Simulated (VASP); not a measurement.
Input of a VASP 6.6.1 run:

Contents of INCAR:

```
PREC = Accurate
ENCUT = 520
EDIFF = 1E-6
ISMEAR = -1
SIGMA = 0.1
LREAL = F
LASPH = T
NELM = 80
ALGO = Normal
ISIF = 2
LWAVE = F
LCHARG = F
GGA = CA
NBANDS = 20
```

The input KPOINTS:

```
Automatic mesh
0
Gamma
  9 9 9
```

The input POSCAR:

```
TiRh
1.0
    3.1152020000      0.0000000000      0.0000000000
    0.0000000000      3.1152020000      0.0000000000
    0.0000000000      0.0000000000      3.1152020000
Ti Rh
1 1
Direct
    0.5000000000      0.5000000000      0.5000000000
    0.0000000000      0.0000000000      0.0000000000
```

Potentials or basis: VASP PAW LDA potentials, release 64 (Ti_sv, Rh_pv).

The run is started by

```console
$ cat potpaw_LDA.64/Ti_sv/POTCAR potpaw_LDA.64/Rh_pv/POTCAR > POTCAR
$ mpirun -np 1 vasp_std > vasp.out
```

Question: What does it give for the pressure?

Answer: -12.6 GPa.
